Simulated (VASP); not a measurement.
# Ta (Im-3m) in VASP: settings compared, part 2 of 2

VASP 6.6.1. The steps go on from the part before.

## (3) Single point, BLYP

This run uses another cell than the first one, of 18.82 Å³/atom, 1.018 times its volume.

The input, INCAR:

```
SYSTEM = Ta
AGGAC = 1.0
AGGAX = 1.0
ALDAC = 0.0
ALDAX = 1.0
ALGO = Fast
EDIFF = 1E-6
ENCUT = 520
GGA = B5
ISIF = 2
ISMEAR = -1
LASPH = .True.
LCHARG = .False.
LREAL = .False.
LWAVE = .False.
NBANDS = 12
NELM = 80
PREC = Accurate
SIGMA = 0.05
```

The input, KPOINTS:

```
k-points
0
Gamma
  11 11 11
  0 0 0
```

The input, POSCAR:

```
Ta
1.0
   -1.6756686279      1.6756686279      1.6756686279
    1.6756686279     -1.6756686279      1.6756686279
    1.6756686279      1.6756686279     -1.6756686279
Ta
1
Direct
    0.0000000000      0.0000000000      0.0000000000
```

Potentials or basis: VASP PAW PBE potentials, release 64 (Ta_pv).

Run with:

```sh
$ cat potpaw_PBE.64/Ta_pv/POTCAR > POTCAR
$ mpirun -np 1 vasp_std > vasp.out
```

OUTCAR:

```text
SYSTEM = Ta
   EDIFF = 1E-6
   ENCUT = 520
   GGA = B5
   ISIF = 2
   ISMEAR = -1
   LASPH = .True.
   LREAL = .False.
   NELM = 80
   PREC = Accurate

 ion  position               nearest neighbor table
   1  0.000  0.000  0.000-

  LATTYP: Found a body centered cubic cell.
 ALAT       =     3.3513372558

  Lattice vectors:

 A1 = (  -1.6756686279,   1.6756686279,   1.6756686279)
 A2 = (   1.6756686279,  -1.6756686279,   1.6756686279)
 A3 = (   1.6756686279,   1.6756686279,  -1.6756686279)

Analysis of symmetry for initial positions (statically):
=====================================================================
 Subroutine PRICEL returns:
 Original cell was already a primitive cell.

 Routine SETGRP: Setting up the symmetry group for a
 body centered cubic supercell.

 Subroutine GETGRP returns: Found 48 space group operations
 (whereof 48 operations were pure point group operations)
 out of a pool of 48 trial point group operations.

The static configuration has the point symmetry O_h .

Analysis of symmetry for dynamics (positions and initial velocities):
=====================================================================
 Subroutine PRICEL returns:
 Original cell was already a primitive cell.

 Routine SETGRP: Setting up the symmetry group for a
 body centered cubic supercell.

 Subroutine GETGRP returns: Found 48 space group operations
 (whereof 48 operations were pure point group operations)
 out of a pool of 48 trial point group operations.

The dynamic configuration has the point symmetry O_h .

 Subroutine INISYM returns: Found 48 space group operations
 (whereof 48 operations are pure point group operations),
 and found     1 'primitive' translations

----------------------------------------------------------------------------------------

                                     Primitive cell

  volume of cell :      18.8202

  direct lattice vectors                    reciprocal lattice vectors
    -1.675668628  1.675668628  1.675668628     0.000000000  0.298388352  0.298388352
     1.675668628 -1.675668628  1.675668628     0.298388352  0.000000000  0.298388352
     1.675668628  1.675668628 -1.675668628     0.298388352  0.298388352  0.000000000

  length of vectors
     2.902343200  2.902343200  2.902343200     0.421984854  0.421984854  0.421984854

  position of ions in fractional coordinates (direct lattice)
     0.000000000  0.000000000  0.000000000

  ion indices of the primitive-cell ions
   primitive index   ion index
                 1           1

----------------------------------------------------------------------------------------

 KPOINTS: k-points

Automatic generation of k-mesh.
 Grid dimensions read from file:
 generate k-points for:   11   11   11

 Generating k-lattice:

  Cartesian coordinates                     Fractional coordinates (reciprocal lattice)
     0.000000000  0.027126214  0.027126214     0.090909091  0.000000000  0.000000000
     0.027126214  0.000000000  0.027126214     0.000000000  0.090909091  0.000000000
     0.027126214  0.027126214  0.000000000     0.000000000  0.000000000  0.090909091

  Length of vectors
     0.038362259  0.038362259  0.038362259

  Shift w.r.t. Gamma in fractional coordinates (k-lattice)
     0.000000000  0.000000000  0.000000000

 Subroutine IBZKPT returns following result:
 ===========================================

 Found     56 irreducible k-points:

 Following reciprocal coordinates:
            Coordinates               Weight
  0.000000  0.000000  0.000000      1.000000
  0.090909  0.000000  0.000000     12.000000
  0.181818  0.000000  0.000000     12.000000
  0.272727  0.000000  0.000000     12.000000
  0.363636  0.000000  0.000000     12.000000
  0.454545  0.000000  0.000000     12.000000
[... 16 lines left out ...]
  0.272727  0.181818  0.090909     48.000000
  0.363636  0.181818  0.090909     24.000000
 [... further k-points ...]
   k-points           NKPTS =     56   k-points in BZ     NKDIM =     56   number of bands    NBANDS=     12
   number of dos      NEDOS =    301   number of ions     NIONS =      1
   total plane-waves  NPLWV =  13824
   dimension x,y,z NGX =    24 NGY =   24 NGZ =   24
   dimension x,y,z NGXF=    48 NGYF=   48 NGZF=   48
   ions per type =               1
   NGX,Y,Z   is equivalent  to a cutoff of  13.75, 13.75, 13.75 a.u.
   NGXF,Y,Z  is equivalent  to a cutoff of  27.49, 27.49, 27.49 a.u.
 SYSTEM =  Ta
   PREC   = accura    normal or accurate (medium, high low for compatibility)
   ISTART =      0    job   : 0-new  1-cont  2-samecut
   ICHARG =      2    charge: 1-file 2-atom 10-const
   ISPIN  =      1    spin polarized calculation?
   LNONCOLLINEAR =      F non collinear calculations
   LSORBIT =      F    spin-orbit coupling
   LASPH  =      T    aspherical Exc in radial PAW
   ENCUT  =  520.0 eV  38.22 Ry    6.18 a.u.   5.40  5.40  5.40*2*pi/ulx,y,z
   NELM   =     80;   NELMIN=  2; NELMDL= -5     # of ELM steps
   EDIFF  = 0.1E-05   stopping-criterion for ELM
   LREAL  =      F    real-space projection
   EDIFFG = 0.1E-04   stopping-criterion for IOM
   NSW    =      0    number of steps for IOM
   IBRION =     -1    ionic relax: 0-MD 1-quasi-New 2-CG
   NFREE  =      0    steps in history (QN), initial steepest desc. (CG)
   ISIF   =      2    stress and relaxation
   ISYM   =      2    0-nonsym 1-usesym 2-fastsym
   POTIM  = 0.5000    time-step for ionic-motion
   TEBEG  =    0.0;   TEEND  =   0.0 temperature during run
   PSTRESS=    0.0 pullay stress
   NELECT =      11.0000    total number of electrons
   NUPDOWN=      -1.0000    fix difference up-down
   EMIN   =  10.00;   EMAX   =-10.00  energy-range for DOS
   EFERMI =   0.00;   METHOD = LEGACY
   ISMEAR =    -1;   SIGMA  =   0.05  broadening in eV -4-tet -1-fermi 0-gaus
   EFERMI_NEDOS =   21; number of points for ismear=-14 and -15
   IALGO  =     68    algorithm
   IMIX   =      4    mixing-type and parameters
     AMIX     =   0.40;   BMIX     =  1.00
     AMIX_MAG =   1.60;   BMIX_MAG =  1.00
  volume/ion in A,a.u.               =      18.82       127.01
  Fermi-wavevector in a.u.,A,eV,Ry     =   1.368771  2.586603 25.490993  1.873535
  Thomas-Fermi vector in A             =   2.494706
   LORBIT       =      0    0 simple, 1 ext, 2 COOP (PROOUT), +10 PAW based schemes
   GGA     = B5    functional components
   LHFCALC =     F    Hartree Fock is set to
   AEXX    =    0.0000 exact exchange contribution
   IVDW    =     0    specifies the selected vdW correction
   LEPSILON=     F    determine dielectric tensor
   LRPA    =     F    only Hartree local field effects (RPA)
 non-spin polarized calculation
 RMM-DIIS sequential band-by-band and
  energy-cutoff  :      520.00
  volume of cell :       18.82
 maximum number of plane-waves:       531
 NGX is ok and might be reduce to    24
   NGX = 11   NGY = 11   NGZ = 11

 number of electron      10.9999998 magnetization

 Free energy of the ion-electron system (eV)
  ---------------------------------------------------
  ext. energy  EPLUGINS =         0.00000000
  ---------------------------------------------------
  free energy    TOTEN  =       -10.30458851 eV

  energy without entropy =      -10.29565617  energy(sigma->0) =      -10.30012234

 E-fermi :   5.7049     XC(G=0): -11.7785

 val. band max:        5.6433758465   @ k =  -0.4545  -0.4545   0.0909
 cond. band min:       5.7750661393   @ k =   0.3636   0.1818   0.0909
 fundamental gap:      0.1316902928
 Fermi energy:         5.7048795828

 k-point     1 :       0.0000    0.0000    0.0000
  band No.  band energies     occupation
      1     -27.4146      2.00000
      2     -27.4146      2.00000
      3     -27.4146      2.00000
      4      -1.8910      2.00000
      5       6.3196      0.00001
      6       6.3196      0.00001
      7       6.3196      0.00001
      8       9.4511      0.00000
      9       9.4511      0.00000
     10      20.6747      0.00000
     11      20.6748      0.00000
     12      20.6748      0.00000

 k-point     2 :       0.0909    0.0000    0.0000
  band No.  band energies     occupation
      1     -27.5032      2.00000
      2     -27.4423      2.00000
      3     -27.4149      2.00000
      4      -1.5422      2.00000
      5       6.1059      0.00066
      6       6.2532      0.00003
      7       6.6606      0.00000
      8       9.1391      0.00000
      9       9.4559      0.00000
     10      20.9606      0.00000
     11      21.2798      0.00000
     12      21.4986      0.00000
[... 316 lines left out ...]
 k-point    24 :       0.3636    0.1818    0.0909
  band No.  band energies     occupation
      1     -28.2684      2.00000
      2     -27.8862      2.00000
      3     -27.5829      2.00000
      4       3.0146      2.00000
      5       4.1906      2.00000
      6       5.7751      0.39445
      7       9.7997      0.00000
      8      10.3236      0.00000
      9      14.2594      0.00000
     10      15.3005      0.00000
     11      18.7909      0.00000
     12      20.3006      0.00000

 [... further k-points ...]
[... 5 lines left out ...]
  --------------------------------------------------------------------------------------
  -------------------------------------------------------------------------------------
  Total        0.1056967      0.1056967      0.1056967     -0.0000000      0.0000000     -0.0000000
  in kB        8.9980328      8.9980328      8.9980328     -0.0000000      0.0000000     -0.0000000
  external PRESSURE =       8.9980328 kB  Pullay stress =       0.0000000 kB

 VOLUME and BASIS-vectors are now :
 -----------------------------------------------------------------------------
  energy-cutoff  :      520.00
  volume of cell :       18.82
      direct lattice vectors                 reciprocal lattice vectors
    -1.675668628  1.675668628  1.675668628     0.000000000  0.298388352  0.298388352
     1.675668628 -1.675668628  1.675668628     0.298388352  0.000000000  0.298388352
     1.675668628  1.675668628 -1.675668628     0.298388352  0.298388352  0.000000000

 POSITION                                       TOTAL-FORCE (eV/Angst)
 -----------------------------------------------------------------------------------
      0.00000      0.00000      0.00000        -0.000000      0.000000     -0.000000
 -----------------------------------------------------------------------------------
    total drift:                                0.000000      0.000000     -0.000000

  FREE ENERGIE OF THE ION-ELECTRON SYSTEM (eV)
  ---------------------------------------------------
  free  energy   TOTEN  =       -10.3045885123 eV

  energy  without entropy=      -10.2956561727  energy(sigma->0) =      -10.30012234
```

stdout:

```text
POSCAR found type information on POSCAR Ta
 POSCAR found :  1 types and       1 ions
 scaLAPACK will be used
 -----------------------------------------------------------------------------
|                                                                             |
|                                                                             |
|     You enforced a specific xc type in the INCAR file but a different       |
|     I HOPE YOU KNOW WHAT YOU ARE DOING!                                     |
|                                                                             |
 -----------------------------------------------------------------------------

 LDA part: xc-table for (Slater(with rela. corr.)+VWN5), standard interpolation
 POSCAR, INCAR and KPOINTS ok, starting setup
 FFT: planning ... GRIDC
 FFT: planning ... GRID_SOFT
 FFT: planning ... GRID
 WAVECAR not read
 entering main loop
```

Run time: 16 s. Hardware: 1 thread of Intel Xeon 8259CL, shared host; peak memory 0.14 GiB.

What came out:

- Free energy: -10.3046 eV
- Pressure: 0.9 GPa

Levels at points of the mesh, in eV from the Fermi level:
```tsv
k point	band 1	band 2	band 3	band 4	band 5	band 6	band 7	band 8	band 9	band 10
(0.00, 0.00, 0.00)	-33.12	-33.12	-33.12	-7.60	0.61	0.61	0.61	3.75	3.75	14.97
```

Caveat: the PAW data sets were made with another functional, which shifts forces and pressure a little; spin-orbit coupling is left out, which moves the levels of the heavy elements.

## (4) Relaxation of cell and atoms, PBE+D3(BJ)

This run uses another cell than the first one, of 18.01 Å³/atom, 0.975 times its volume.

The input, INCAR:

```
SYSTEM = Ta
PREC = Accurate
ENCUT = 600
EDIFF = 1E-6
ISMEAR = -1
SIGMA = 0.05
LREAL = .FALSE.
LASPH = .TRUE.
NELM = 60
ALGO = Normal
ISIF = 3
LWAVE = .FALSE.
LCHARG = .FALSE.
GGA = PE
IVDW = 12
IBRION = 2
NSW = 60
EDIFFG = -0.01
```

The input, KPOINTS:

```
regular mesh
0
G
  11 11 11
  0 0 0
```

The input, POSCAR:

```
Ta
1.0
   -1.6512800000      1.6512800000      1.6512800000
    1.6512800000     -1.6512800000      1.6512800000
    1.6512800000      1.6512800000     -1.6512800000
Ta
1
Direct
    0.0000000000      0.0000000000      0.0000000000
```

Run with:

```sh
$ cat potpaw_PBE.64/Ta_pv/POTCAR > POTCAR
$ mpirun -np 1 vasp_std > vasp.out
```

It took 20 s on 1 thread of Intel Xeon 8259CL, shared host; peak memory 0.16 GiB.

Results (log left out):

```
Free energy                            : -12.4845 eV
Relaxed volume                         : 17.72 Å³/atom
Relaxed cell                           : a = 2.844 Å, b = 2.844 Å, c = 2.844 Å, α = 109.47°, β = 109.47°, γ = 109.47°
Space group after relaxing (to 0.05 Å) : Im-3m (No. 229)
Energy gained by relaxing              : 3.2 meV/atom
Ionic steps                            : 3
Pressure after relaxing                : 0.0 GPa
Dispersion energy per atom             : -0.674 eV
```

The path:
| step | energy change (eV) | largest force (eV/Å) | pressure (GPa) | volume (Å³) |
| --- | --- | --- | --- | --- |
| 1 | 0.0000 | 0.0000 | -3.38 | 18.01 |
| 2 | 0.0149 | 0.0000 | 8.93 | 17.04 |
| 3 | -0.0032 | 0.0000 | -0.03 | 17.72 |

Final structure:
```
CELL_PARAMETERS angstrom
-1.64223 1.64223 1.64223
1.64223 -1.64223 1.64223
1.64223 1.64223 -1.64223
ATOMIC_POSITIONS crystal
Ta 0.00000 0.00000 0.00000
```

Levels at points of the mesh, in eV from the Fermi level:
| k point | band 2 | band 3 | band 4 | band 5 | band 6 | band 7 | band 8 | band 9 |
| --- | --- | --- | --- | --- | --- | --- | --- | --- |
| (0.00, 0.00, 0.00) | -33.00 | -33.00 | -7.98 | 0.74 | 0.74 | 0.74 | 4.07 | 4.07 |

Caveat: spin-orbit coupling is left out, which moves the levels of the heavy elements; pairwise dispersion overbinds metals, which lowers pressure and volume.

## (5) Summary

| task | level | cell | cutoff (eV) | gap on the mesh (eV) | pressure (GPa) |
| --- | --- | --- | --- | --- | --- |
| single point | revPBE | a = 2.885 Å, angles 109.5°, 1 atom | 520 | none | 0.1 |
| single point | BLYP | a = 2.902 Å, angles 109.5°, 1 atom | 520 | none | 0.9 |
| relaxation of cell and atoms | PBE+D3(BJ) | relaxed from a = 2.860 Å, angles 109.5°, 1 atom | 600 | none | 0.0 |

Alike in all rows: potentials or basis VASP PAW PBE potentials, release 64 (Ta_pv); no spin polarisation; k mesh 11 × 11 × 11; smearing fermi-dirac 0.05 eV.

Caveats: spin-orbit coupling is left out, which moves the levels of the heavy elements; the PAW data sets were made with another functional, which shifts forces and pressure a little (some runs); pairwise dispersion overbinds metals, which lowers pressure and volume (some runs).

Absolute energies hang on the potentials; compare differences alone.
